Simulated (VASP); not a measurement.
# Pb (Fm-3m) in VASP: notebook, part 2 of 2

VASP 6.6.1. The steps go on from the part before.

### Step 3. Relaxation of cell and atoms, r2SCAN

This run uses another cell than the first one, of 30.32 Å³/atom, 0.970 times its volume.

File POSCAR:

```
Pb
1.0
    3.5002070000      0.0000000000      0.0000000000
    1.7501035000      3.0312681805      0.0000000000
    1.7501035000      1.0104227268      2.8579070480
Pb
1
Direct
    0.0000000000      0.0000000000      0.0000000000
```

File INCAR.step1:

```
SYSTEM = Pb
PREC     = Accurate       ! precision mode
ENCUT    = 600            ! plane-wave cutoff, eV
ISMEAR   = 1              ! smearing method
SIGMA    = 0.05           ! smearing width, eV
LREAL    = .False.        ! projectors in reciprocal space
LASPH    = .True.         ! aspherical terms in the spheres
NELM     = 60             ! most SCF steps
GGA      = PE             ! functional
ALGO     = Normal         ! electronic algorithm
EDIFF    = 1E-4           ! SCF threshold, eV
LWAVE    = .True.         ! write WAVECAR
LCHARG   = .False.        ! write CHGCAR
```

File INCAR.step2:

```
SYSTEM = Pb
PREC     = Accurate       ! precision mode
ENCUT    = 600            ! plane-wave cutoff, eV
EDIFF    = 1E-6           ! SCF threshold, eV
ISMEAR   = 1              ! smearing method
SIGMA    = 0.05           ! smearing width, eV
LREAL    = .False.        ! projectors in reciprocal space
LASPH    = .True.         ! aspherical terms in the spheres
NELM     = 60             ! most SCF steps
ALGO     = Normal         ! electronic algorithm
ISIF     = 3              ! what is computed and relaxed
LWAVE    = .False.        ! write WAVECAR
LCHARG   = .False.        ! write CHGCAR
METAGGA  = R2SCAN         ! meta-GGA
LMIXTAU  = .True.       
IBRION   = 2              ! ionic algorithm
NSW      = 60             ! ionic steps
EDIFFG   = -0.01          ! ionic threshold
ISTART   = 1
```

File KPOINTS:

```
regular mesh
0
Gamma
  8 8 8
  0 0 0
```

Potentials or basis: VASP PAW PBE potentials, release 64 (Pb_d).

Started as:

```bash
$ cat potpaw_PBE.64/Pb_d/POTCAR > POTCAR
$ cp INCAR.step1 INCAR
$ mpirun -np 1 vasp_std > vasp.out
$ cp INCAR.step2 INCAR
$ mpirun -np 1 vasp_std > vasp.out
```

OUTCAR:

```text
SYSTEM = Pb
   PREC = Accurate
   ENCUT = 600
   EDIFF = 1E-6
   ISMEAR = 1
   LREAL = .False.
   LASPH = .True.
   NELM = 60
   ISIF = 3
   METAGGA = R2SCAN
   IBRION = 2
   NSW = 60
   EDIFFG = -0.01
   ISTART = 1

 ion  position               nearest neighbor table
   1  0.000  0.000  0.000-

  LATTYP: Found a face centered cubic cell.
 ALAT       =     4.9500402105

  Lattice vectors:

 A1 = (   3.5002070000,   0.0000000000,   0.0000000000)
 A2 = (   1.7501035000,   3.0312681805,   0.0000000000)
 A3 = (   1.7501035000,   1.0104227268,   2.8579070480)

Analysis of symmetry for initial positions (statically):
=====================================================================
 Subroutine PRICEL returns:
 Original cell was already a primitive cell.

 Routine SETGRP: Setting up the symmetry group for a
 face centered cubic supercell.

 Subroutine GETGRP returns: Found 48 space group operations
 (whereof 48 operations were pure point group operations)
 out of a pool of 48 trial point group operations.
[... 169 lines left out ...]
  -------------------------------------------------------------------------------------
  Total        0.2955897      0.2955897      0.2955897      0.0000000     -0.0000000      0.0000000
  in kB       15.6182989     15.6182989     15.6182989      0.0000000     -0.0000000      0.0000000
  external PRESSURE =      15.6182989 kB  Pullay stress =       0.0000000 kB
[... 57 lines left out ...]
--------------------------------------- Ionic step        3  -------------------------------------------

 number of electron      14.0000001 magnetization

 Free energy of the ion-electron system (eV)
  ---------------------------------------------------
  ext. energy  EPLUGINS =         0.00000000
  ---------------------------------------------------
  free energy    TOTEN  =       -56.29592923 eV

  energy without entropy =      -56.29602612  energy(sigma->0) =      -56.29596153

 E-fermi :   6.7190     XC(G=0): -10.7553

 val. band max:        6.6864483320   @ k =   0.3750   0.2500   0.0000
 cond. band min:       6.9966724000   @ k =  -0.3750   0.2500  -0.0000
 fundamental gap:      0.3102240680
 Fermi energy:         6.7189553546

 k-point     1 :       0.0000    0.0000    0.0000
  band No.  band energies     occupation
      1     -10.8171      2.00000
      2     -10.8171      2.00000
      3     -10.8171      2.00000
      4     -10.6828      2.00000
      5     -10.6828      2.00000
      6      -5.2004      2.00000
      7      14.3565      0.00000
      8      14.3565      0.00000
      9      14.3565      0.00000
     10      17.2701      0.00000
     11      18.7593      0.00000
[... 309 lines left out ...]
 k-point    24 :      -0.3750    0.2500    0.1250
  band No.  band energies     occupation
      1     -10.8194      2.00000
      2     -10.8000      2.00000
      3     -10.6984      2.00000
      4     -10.6402      2.00000
      5     -10.5569      2.00000
      6      -0.9777      2.00000
      7       3.5858      2.00000
      8       8.2876      0.00000
      9      10.2645      0.00000
     10      16.1003      0.00000
     11      18.2445      0.00000

 [... further k-points ...]
[... 5 lines left out ...]
  --------------------------------------------------------------------------------------
  -------------------------------------------------------------------------------------
  Total        0.0026252      0.0026252      0.0026252      0.0000000     -0.0000000      0.0000000
  in kB        0.1344565      0.1344565      0.1344565      0.0000000     -0.0000000      0.0000000
  external PRESSURE =       0.1344565 kB  Pullay stress =       0.0000000 kB
[... 16 lines left out ...]
  FREE ENERGIE OF THE ION-ELECTRON SYSTEM (eV)
  ---------------------------------------------------
  free  energy   TOTEN  =       -56.2959292303 eV

  energy  without entropy=      -56.2960261160  energy(sigma->0) =      -56.29596153

 reached required accuracy - stopping structural energy minimisation
```

OUTCAR.step1:

```text
SYSTEM = Pb
   PREC = Accurate
   ENCUT = 600
   ISMEAR = 1
   LREAL = .False.
   LASPH = .True.
   NELM = 60
[... 552 lines left out ...]
 -----------------------------------------------------------------------------------
      0.00000      0.00000      0.00000         0.000000      0.000000      0.000000
 -----------------------------------------------------------------------------------
    total drift:                               -0.000000     -0.000000     -0.000000

  FREE ENERGIE OF THE ION-ELECTRON SYSTEM (eV)
  ---------------------------------------------------
  free  energy   TOTEN  =        -3.5666551862 eV

  energy  without entropy=       -3.5666504877  energy(sigma->0) =       -3.56665362
```

It took 51 s on 1 thread of Intel Xeon 6975P-C (Granite Rapids), shared host; peak memory 0.17 GiB.

Results:

| Property | Result |
| --- | --- |
| Free energy | -56.2959 eV |
| Relaxed volume | 31.28 Å³/atom |
| Relaxed cell | a = 3.537 Å, b = 3.537 Å, c = 3.537 Å, α = 60.00°, β = 60.00°, γ = 60.00° |
| Space group after relaxing (to 0.05 Å) | Fm-3m (No. 225) |
| Energy gained by relaxing | 4.6 meV/atom |
| Ionic steps | 3 |
| Pressure after relaxing | 0.0 GPa |
| Band gap on the k mesh | zero (band 7 reaches 14.36 eV, above the bottom of band 8 at 5.48 eV) |

The path:
```csv
step,energy change (eV),largest force (eV/Å),pressure (GPa),volume (Å³)
1,0.0000,0.0000,1.56,30.32
2,-0.0040,0.0000,-0.52,31.64
3,-0.0046,0.0000,0.01,31.28
```

Final structure:
```yaml
crystal:
  lattice:
    - [3.53674, 0.00000, 0.00000]
    - [1.76837, 3.06290, 0.00000]
    - [1.76837, 1.02097, 2.88773]
  atoms:
    - { symbol: Pb, position: [0.00000, 0.00000, 0.00000] }
```

Caveat: the PAW data sets were made with another functional, which shifts forces and pressure a little; spin-orbit coupling is left out, which moves the levels of the heavy elements. Zero-point motion and thermal expansion aren't in these numbers.
